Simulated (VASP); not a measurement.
# Mo3Pb (I4/mmm) in VASP: notebook

Runs on Mo3Pb. Level: PBE. Tasks: single point, relaxation of cell and atoms.

Everything below comes from runs of VASP 6.6.1. Logs are shortened: lines on timing, memory, paths and dates and some standing lists are left out, and cuts for length are marked.

## Step 1: The cell of the first run

Symmetry: I4/mmm, No. 139, tetragonal system. Conventional cell: a = 4.052 Å, b = 4.052 Å, c = 8.511 Å, α = 90.00°, β = 90.00°, γ = 90.00°. Mo (site symmetry 4/mmm) has 4 Pb at 2.87 Å and 8 Mo at 2.94 Å within 3.8 Å. Within 3.8 Å of Mo (site symmetry -4m2) lie 8 Mo at 2.87 to 2.94 Å and 4 Pb at 2.94 Å. Pb (site symmetry 4/mmm) has 12 Mo at 2.87 to 2.94 Å within 3.8 Å.

## Step 2: Single point, PBE

INCAR

```
SYSTEM = Mo3Pb
PREC = Accurate
ENCUT = 520
EDIFF = 1E-6
ISMEAR = 0
SIGMA = 0.1
LREAL = .False.
LASPH = .True.
NELM = 60
ALGO = Normal
ISIF = 2
LWAVE = .False.
LCHARG = .False.
GGA = PE
NBANDS = 36
```

KPOINTS

```
regular mesh
0
Gamma
  6 6 6
  0 0 0
```

POSCAR

```
Mo3Pb
1.0
   -2.0259989207      2.0259989207      4.2553066592
    2.0259989207     -2.0259989207      4.2553066592
    2.0259989207      2.0259989207     -4.2553066592
Mo Pb
3 1
Direct
    0.5000000000      0.5000000000      0.0000000000
    0.2500000000      0.7500000000      0.5000000000
    0.7500000000      0.2500000000      0.5000000000
    0.0000000000      0.0000000000      0.0000000000
```

Potentials or basis: VASP PAW PBE potentials, release 64 (Mo_sv, Pb_d).

Command:

```console
> cat potpaw_PBE.64/Mo_sv/POTCAR potpaw_PBE.64/Pb_d/POTCAR > POTCAR
> mpirun -np 1 vasp_std > vasp.out
```

OUTCAR:

```text
SYSTEM = Mo3Pb
   PREC = Accurate
   ENCUT = 520
   EDIFF = 1E-6
   ISMEAR = 0
   LREAL = .False.
   LASPH = .True.
   NELM = 60
   ISIF = 2
   GGA = PE

 ion  position               nearest neighbor table
   1  0.500  0.500  0.000-   4 2.87   4 2.87   4 2.87   4 2.87   3 2.94   2 2.94   3 2.94   3 2.94
                             2 2.94   2 2.94   3 2.94   2 2.94
   2  0.250  0.750  0.500-   3 2.87   3 2.87   3 2.87   3 2.87   4 2.94   1 2.94   4 2.94   1 2.94
                             4 2.94   4 2.94   1 2.94   1 2.94
   3  0.750  0.250  0.500-   2 2.87   2 2.87   2 2.87   2 2.87   4 2.94   1 2.94   4 2.94   4 2.94
                             1 2.94   1 2.94   4 2.94   1 2.94
   4  0.000  0.000  0.000-   1 2.87   1 2.87   1 2.87   1 2.87   3 2.94   2 2.94   3 2.94   2 2.94
                             3 2.94   3 2.94   2 2.94   2 2.94

  LATTYP: Found a body centered tetragonal cell.
 ALAT       =     4.0519978414
 C/A-ratio  =     2.1003499142

  Lattice vectors:

 A1 = (  -2.0259989207,   2.0259989207,   4.2553066592)
 A2 = (   2.0259989207,  -2.0259989207,   4.2553066592)
 A3 = (   2.0259989207,   2.0259989207,  -4.2553066592)

Analysis of symmetry for initial positions (statically):
=====================================================================
 Subroutine PRICEL returns:
 Original cell was already a primitive cell.

 Routine SETGRP: Setting up the symmetry group for a
 body centered tetragonal supercell.

 Subroutine GETGRP returns: Found 16 space group operations
 (whereof 16 operations were pure point group operations)
 out of a pool of 16 trial point group operations.

The static configuration has the point symmetry D_4h.

Analysis of symmetry for dynamics (positions and initial velocities):
=====================================================================
 Subroutine PRICEL returns:
 Original cell was already a primitive cell.

 Routine SETGRP: Setting up the symmetry group for a
 body centered tetragonal supercell.

 Subroutine GETGRP returns: Found 16 space group operations
 (whereof 16 operations were pure point group operations)
 out of a pool of 16 trial point group operations.

The dynamic configuration has the point symmetry D_4h.

 Subroutine INISYM returns: Found 16 space group operations
 (whereof 16 operations are pure point group operations),
 and found     1 'primitive' translations

----------------------------------------------------------------------------------------

                                     Primitive cell

  volume of cell :      69.8665

  direct lattice vectors                    reciprocal lattice vectors
    -2.025998921  2.025998921  4.255306659     0.000000000  0.246791839  0.117500345
     2.025998921 -2.025998921  4.255306659     0.246791839  0.000000000  0.117500345
     2.025998921  2.025998921 -4.255306659     0.246791839  0.246791839  0.000000000

  length of vectors
     5.130007604  5.130007604  5.130007604     0.273335953  0.273335953  0.349016366

  position of ions in fractional coordinates (direct lattice)
     0.500000000  0.500000000  0.000000000
     0.250000000  0.750000000  0.500000000
     0.750000000  0.250000000  0.500000000
     0.000000000  0.000000000  0.000000000

  ion indices of the primitive-cell ions
   primitive index   ion index
                 1           1
                 2           2
                 3           3
                 4           4

----------------------------------------------------------------------------------------

 KPOINTS: regular mesh

Automatic generation of k-mesh.
 Grid dimensions read from file:
 generate k-points for:    6    6    6

 Generating k-lattice:

  Cartesian coordinates                     Fractional coordinates (reciprocal lattice)
     0.000000000  0.041131973  0.019583391     0.166666667  0.000000000 -0.000000000
     0.041131973  0.000000000  0.019583391     0.000000000  0.166666667 -0.000000000
     0.041131973  0.041131973  0.000000000     0.000000000  0.000000000  0.166666667

  Length of vectors
     0.045555992  0.045555992  0.058169394

  Shift w.r.t. Gamma in fractional coordinates (k-lattice)
     0.000000000  0.000000000  0.000000000

 Subroutine IBZKPT returns following result:
 ===========================================

 Found     30 irreducible k-points:

 Following reciprocal coordinates:
            Coordinates               Weight
  0.000000  0.000000  0.000000      1.000000
  0.166667  0.000000 -0.000000      8.000000
  0.333333 -0.000000  0.000000      8.000000
  0.500000 -0.000000  0.000000      4.000000
  0.166667  0.166667  0.000000      8.000000
  0.333333  0.166667  0.000000     16.000000
[... 16 lines left out ...]
 -0.333333 -0.333333  0.166667      8.000000
 -0.166667 -0.333333  0.166667      8.000000
 [... further k-points ...]
   k-points           NKPTS =     30   k-points in BZ     NKDIM =     30   number of bands    NBANDS=     36
   number of dos      NEDOS =    301   number of ions     NIONS =      4
   total plane-waves  NPLWV =  64000
   dimension x,y,z NGX =    40 NGY =   40 NGZ =   40
   dimension x,y,z NGXF=    80 NGYF=   80 NGZF=   80
   ions per type =               3   1
   NGX,Y,Z   is equivalent  to a cutoff of  12.96, 12.96, 12.96 a.u.
   NGXF,Y,Z  is equivalent  to a cutoff of  25.93, 25.93, 25.93 a.u.
 SYSTEM =  Mo3Pb
   PREC   = accura    normal or accurate (medium, high low for compatibility)
   ISTART =      0    job   : 0-new  1-cont  2-samecut
   ICHARG =      2    charge: 1-file 2-atom 10-const
   ISPIN  =      1    spin polarized calculation?
   LNONCOLLINEAR =      F non collinear calculations
   LSORBIT =      F    spin-orbit coupling
   LASPH  =      T    aspherical Exc in radial PAW
   ENCUT  =  520.0 eV  38.22 Ry    6.18 a.u.   9.54  9.54  9.54*2*pi/ulx,y,z
   NELM   =     60;   NELMIN=  2; NELMDL= -5     # of ELM steps
   EDIFF  = 0.1E-05   stopping-criterion for ELM
   LREAL  =      F    real-space projection
   EDIFFG = 0.1E-04   stopping-criterion for IOM
   NSW    =      0    number of steps for IOM
   IBRION =     -1    ionic relax: 0-MD 1-quasi-New 2-CG
   NFREE  =      0    steps in history (QN), initial steepest desc. (CG)
   ISIF   =      2    stress and relaxation
   ISYM   =      2    0-nonsym 1-usesym 2-fastsym
   POTIM  = 0.5000    time-step for ionic-motion
   TEBEG  =    0.0;   TEEND  =   0.0 temperature during run
   PSTRESS=    0.0 pullay stress
   NELECT =      56.0000    total number of electrons
   NUPDOWN=      -1.0000    fix difference up-down
   EMIN   =  10.00;   EMAX   =-10.00  energy-range for DOS
   EFERMI =   0.00;   METHOD = LEGACY
   ISMEAR =     0;   SIGMA  =   0.10  broadening in eV -4-tet -1-fermi 0-gaus
   EFERMI_NEDOS =   21; number of points for ismear=-14 and -15
   IALGO  =     38    algorithm
   IMIX   =      4    mixing-type and parameters
     AMIX     =   0.40;   BMIX     =  1.00
     AMIX_MAG =   1.60;   BMIX_MAG =  1.00
  volume/ion in A,a.u.               =      17.47       117.87
  Fermi-wavevector in a.u.,A,eV,Ry     =   1.520715  2.873734 31.464469  2.312573
  Thomas-Fermi vector in A             =   2.629528
   LORBIT       =      0    0 simple, 1 ext, 2 COOP (PROOUT), +10 PAW based schemes
   GGA     = PE    functional components
   LHFCALC =     F    Hartree Fock is set to
   AEXX    =    0.0000 exact exchange contribution
   IVDW    =     0    specifies the selected vdW correction
   LEPSILON=     F    determine dielectric tensor
   LRPA    =     F    only Hartree local field effects (RPA)
 non-spin polarized calculation
 Gauss-broadening in eV      SIGMA  =   0.10
  energy-cutoff  :      520.00
  volume of cell :       69.87
 maximum number of plane-waves:      1927
 NGX is ok and might be reduce to    40
   NGX = 19   NGY = 19   NGZ = 19

 number of electron      56.0000001 magnetization

 Free energy of the ion-electron system (eV)
  ---------------------------------------------------
  ext. energy  EPLUGINS =         0.00000000
  ---------------------------------------------------
  free energy    TOTEN  =       -33.90234695 eV

  energy without entropy =      -33.88533724  energy(sigma->0) =      -33.89384209

 E-fermi :  11.8959     XC(G=0): -12.8441

 val. band max:       11.8912557603   @ k =   0.5000   0.5000   0.1667
 cond. band min:      11.9155087363   @ k =   0.5000   0.3333   0.0000
 fundamental gap:      0.0242529761
 Fermi energy:        11.8958711031

 k-point     1 :       0.0000    0.0000    0.0000
  band No.  band energies     occupation
      1     -49.1469      2.00000
      2     -48.9966      2.00000
      3     -48.9761      2.00000
      4     -23.4879      2.00000
      5     -23.4133      2.00000
      6     -23.4133      2.00000
[... 28 lines left out ...]
     35      15.8475      0.00000
     36      16.6505      0.00000

 k-point     2 :       0.1667    0.0000   -0.0000
  band No.  band energies     occupation
      1     -49.1346      2.00000
      2     -49.0001      2.00000
      3     -48.9846      2.00000
      4     -23.4860      2.00000
      5     -23.3884      2.00000
      6     -23.3725      2.00000
[... 28 lines left out ...]
     35      15.1465      0.00000
     36      17.2744      0.00000

 k-point     3 :       0.3333   -0.0000    0.0000
  band No.  band energies     occupation
      1     -49.1028      2.00000
      2     -49.0151      2.00000
      3     -49.0011      2.00000
      4     -23.4401      2.00000
      5     -23.3593      2.00000
      6     -23.3320      2.00000
[... 28 lines left out ...]
     35      14.8634      0.00000
     36      16.3892      0.00000

 k-point     4 :       0.5000   -0.0000    0.0000
  band No.  band energies     occupation
      1     -49.0731      2.00000
      2     -49.0404      2.00000
      3     -49.0053      2.00000
      4     -23.4226      2.00000
      5     -23.3160      2.00000
      6     -23.3015      2.00000
[... 28 lines left out ...]
     35      14.6007      0.00000
     36      16.8991      0.00000

 k-point     5 :       0.1667    0.1667    0.0000
  band No.  band energies     occupation
      1     -49.1200      2.00000
      2     -49.0070      2.00000
      3     -48.9921      2.00000
      4     -23.5036      2.00000
      5     -23.3991      2.00000
      6     -23.3339      2.00000
[... 655 lines left out ...]
 k-point    22 :      -0.1667    0.5000    0.1667
  band No.  band energies     occupation
      1     -49.0866      2.00000
      2     -49.0318      2.00000
      3     -49.0007      2.00000
      4     -23.4062      2.00000
      5     -23.3783      2.00000
      6     -23.3594      2.00000
[... 28 lines left out ...]
     35      14.5185      0.00000
     36      16.3499      0.00000

 k-point    23 :      -0.3333   -0.3333    0.1667
  band No.  band energies     occupation
      1     -49.1020      2.00000
      2     -49.0252      2.00000
      3     -48.9922      2.00000
      4     -23.5030      2.00000
      5     -23.3700      2.00000
      6     -23.3691      2.00000
[... 28 lines left out ...]
     35      14.8046      0.00000
     36      15.6152      0.00000

 k-point    24 :      -0.1667   -0.3333    0.1667
  band No.  band energies     occupation
      1     -49.1204      2.00000
      2     -49.0147      2.00000
      3     -48.9845      2.00000
      4     -23.4441      2.00000
      5     -23.4364      2.00000
      6     -23.4023      2.00000
[... 28 lines left out ...]
     35      15.0054      0.00000
     36      16.4500      0.00000

 [... further k-points ...]

------------------------ aborting loop because EDIFF is reached ----------------------------------------

  FORCE on cell =-STRESS in cart. coord.  units (eV):
  Direction    XX          YY          ZZ          XY          YZ          ZX
  --------------------------------------------------------------------------------------
  -------------------------------------------------------------------------------------
  Total        0.1933342      0.1933342      0.2146543      0.0000000      0.0000000     -0.0000000
  in kB        4.4335343      4.4335343      4.9224448      0.0000000      0.0000000     -0.0000000
  external PRESSURE =       4.5965045 kB  Pullay stress =       0.0000000 kB

 VOLUME and BASIS-vectors are now :
 -----------------------------------------------------------------------------
  energy-cutoff  :      520.00
  volume of cell :       69.87
      direct lattice vectors                 reciprocal lattice vectors
    -2.025998921  2.025998921  4.255306659     0.000000000  0.246791839  0.117500345
     2.025998921 -2.025998921  4.255306659     0.246791839  0.000000000  0.117500345
     2.025998921  2.025998921 -4.255306659     0.246791839  0.246791839  0.000000000

 POSITION                                       TOTAL-FORCE (eV/Angst)
 -----------------------------------------------------------------------------------
      0.00000      0.00000      4.25531        -0.000000     -0.000000     -0.000000
      2.02600      0.00000      2.12765        -0.000000     -0.000000      0.000000
      0.00000      2.02600      2.12765         0.000000      0.000000      0.000000
      0.00000      0.00000      0.00000        -0.000000     -0.000000     -0.000000
 -----------------------------------------------------------------------------------
    total drift:                               -0.000000     -0.000000      0.000000

  FREE ENERGIE OF THE ION-ELECTRON SYSTEM (eV)
  ---------------------------------------------------
  free  energy   TOTEN  =       -33.9023469486 eV

  energy  without entropy=      -33.8853372382  energy(sigma->0) =      -33.89384209
```

It took 2.2 min on 1 thread of Intel Xeon 6975P-C, shared host; peak memory 0.27 GiB.

What came out:

```
Free energy            : -33.9023 eV
Pressure               : 0.5 GPa
Band gap on the k mesh : zero (band 28 reaches 12.21 eV, above the bottom of band 29 at 11.72 eV)
```

Caveat: the k points lie up to 0.37 Å⁻¹ apart; spin-orbit coupling is left out, which moves the levels of the heavy elements.

## Step 3: Single point, PBE

This run uses another cell than the first one, of 18.84 Å³/atom, 1.078 times its volume.

INCAR

```
SYSTEM = Mo3Pb
ALGO = Normal
EDIFF = 1E-6
ENCUT = 520
GGA = PE
ISIF = 2
ISMEAR = 0
LASPH = .True.
LCHARG = .False.
LREAL = .False.
LWAVE = .False.
NBANDS = 36
NELM = 100
PREC = Accurate
SIGMA = 0.1
```

KPOINTS

```
k-points
0
Gamma
  6 6 6
  0 0 0
```

POSCAR

```
Mo3Pb
1.0
   -2.0354232050      2.0354232050      4.5466596267
    2.0354232050     -2.0354232050      4.5466596267
    2.0354232050      2.0354232050     -4.5466596267
Mo Pb
3 1
Direct
    0.5000000000      0.5000000000      0.0000000000
    0.2500000000      0.7500000000      0.5000000000
    0.7500000000      0.2500000000      0.5000000000
    0.0000000000      0.0000000000      0.0000000000
```

Potentials or basis: VASP PAW PBE potentials, release 64 (Mo_sv, Pb_d).

Command:

```console
> cat potpaw_PBE.64/Mo_sv/POTCAR potpaw_PBE.64/Pb_d/POTCAR > POTCAR
> mpirun -np 1 vasp_std > vasp.out
```

Wall time 2.1 min (1 thread of Intel Xeon 6975P-C, shared host); peak memory 0.26 GiB.

It converged, with:

- Free energy: -33.6524 eV
- Pressure: -11.9 GPa
- Band gap on the k mesh: zero (band 28 reaches 10.92 eV, above the bottom of band 29 at 10.66 eV)

Stress tensor (GPa, compression positive):
```
-10.82   0.00   0.00
  0.00 -10.82   0.00
  0.00   0.00 -14.14
```

Levels at points of the mesh, in eV from the Fermi level:
```tsv
k point	band 24	band 25	band 26	band 27	band 28	band 29	band 30	band 31	band 32	band 33
(0.00, 0.00, 0.00)	-1.58	-1.08	-1.08	-0.65	-0.02	0.28	0.40	1.62	1.62	2.41
(0.50, 0.00, 0.00)	-1.92	-0.93	-0.80	-0.79	-0.45	0.00	0.16	0.38	0.52	1.79
(0.50, 0.50, 0.00)	-2.17	-1.37	-1.23	-0.41	-0.22	0.33	0.34	0.78	1.33	1.41
(0.50, 0.50, 0.50)	-2.75	-1.60	-0.09	-0.08	-0.08	0.65	1.28	1.28	2.07	2.07
```

Caveat: the k points lie up to 0.36 Å⁻¹ apart; spin-orbit coupling is left out, which moves the levels of the heavy elements.

## Step 4: Relaxation of cell and atoms, PBE

This run uses another cell than the first one, of 18.84 Å³/atom, 1.078 times its volume.

INCAR

```
SYSTEM = Mo3Pb
PREC = Accurate ; ENCUT = 600
EDIFF = 1E-7 ; ISMEAR = 0
SIGMA = 0.1 ; LREAL = .FALSE.
LASPH = .TRUE. ; NELM = 80
ALGO = Normal ; ISIF = 3
LWAVE = .FALSE. ; LCHARG = .FALSE.
GGA = PE ; IBRION = 2
NSW = 90 ; EDIFFG = -0.04
```

KPOINTS

```
Automatic mesh
0
G
  6 6 6
  0 0 0
```

POSCAR is that of step 3.

Command:

```console
> cat potpaw_PBE.64/Mo_sv/POTCAR potpaw_PBE.64/Pb_d/POTCAR > POTCAR
> mpirun -np 1 vasp_std > vasp.out
```

Run time: 26 min. Hardware: 1 thread of Intel Xeon 6975P-C, shared host; peak memory 0.4 GiB.

Results (log left out):

```yaml
Free_energy: -33.9056 eV
Relaxed_volume: 17.51 Å³/atom
Relaxed_cell: a = 5.137 Å, b = 5.137 Å, c = 5.137 Å, α = 133.53°, β = 133.53°, γ = 67.82°
Space_group_after_relaxing_to_0.05_Å: I4/mmm (No. 139)
Energy_gained_by_relaxing: 63.4 meV/atom
Ionic_steps: 10
Pressure_after_relaxing: 0.0 GPa
Band_gap_on_the_k_mesh: zero (band 28 reaches 12.17 eV, above the bottom of band 29 at 11.68 eV)
```

Step by step:
| step | energy change (eV) | largest force (eV/Å) | pressure (GPa) | volume (Å³) |
| --- | --- | --- | --- | --- |
| 1 | 0.0000 | 0.0000 | -11.95 | 75.35 |
| 2 | 0.6775 | 0.0000 | 36.79 | 61.04 |
| 3 | -0.2184 | 0.0000 | -0.38 | 70.20 |
| 4 | -0.2188 | 0.0000 | 0.14 | 70.01 |
| 5 | -0.2188 | 0.0000 | 0.43 | 69.91 |
| 6 | -0.2389 | 0.0000 | 0.49 | 69.86 |
| 7 | -0.2521 | 0.0000 | 0.72 | 69.77 |
| 8 | -0.2529 | 0.0000 | 0.82 | 69.74 |
| 9 | -0.2486 | 0.0000 | -2.08 | 70.79 |
| 10 | -0.2536 | 0.0000 | 0.00 | 70.03 |

Final structure:
```xyz
4
Lattice="-2.0264 2.0264 4.2632 2.0264 -2.0264 4.2632 2.0264 2.0264 -4.2632" Properties=species:S:1:pos:R:3 pbc="T T T"
Mo    0.0000    0.0000    4.2632
Mo    2.0264    0.0000    2.1316
Mo    0.0000    2.0264    2.1316
Pb    0.0000    0.0000    0.0000
```

Levels at points of the mesh, in eV from the Fermi level:
```
           k point  band 25  band 26  band 27  band 28  band 29  band 30  band 31  band 32
(0.00, 0.00, 0.00)    -1.41    -1.41    -0.05     0.31     0.35     0.48     1.73     1.73
(0.50, 0.00, 0.00)    -1.25    -0.93    -0.79    -0.53     0.05     0.30     0.32     0.48
(0.50, 0.50, 0.00)    -1.48    -1.28    -0.60    -0.45     0.16     0.20     0.95     1.22
(0.50, 0.50, 0.50)    -1.41    -0.47    -0.47    -0.24     0.81     1.20     1.20     2.44
```

Caveat: the k points lie up to 0.37 Å⁻¹ apart in the final cell; spin-orbit coupling is left out, which moves the levels of the heavy elements.

## Step 5: The runs side by side

| task | cell | cutoff (eV) | gap on the mesh (eV) | pressure (GPa) |
| --- | --- | --- | --- | --- |
| single point | a = 5.130 Å, angles 133.5, 133.5, 67.9°, 4 atoms | 520 | none | 0.5 |
| single point | a = 5.381 Å, angles 135.6, 135.6, 64.7°, 4 atoms | 520 | none | -11.9 |
| relaxation of cell and atoms | relaxed from a = 5.381 Å, angles 135.6, 135.6, 64.7°, 4 atoms | 600 | none | 0.0 |

Alike in all rows: level PBE; potentials or basis VASP PAW PBE potentials, release 64 (Mo_sv, Pb_d); no spin polarisation; k mesh 6 × 6 × 6; smearing gaussian 0.1 eV.

Caveats: all runs use coarse meshes; spin-orbit coupling is left out, which moves the levels of the heavy elements.

Total energies depend on the potentials used, so only differences within one code and one set of settings carry meaning.
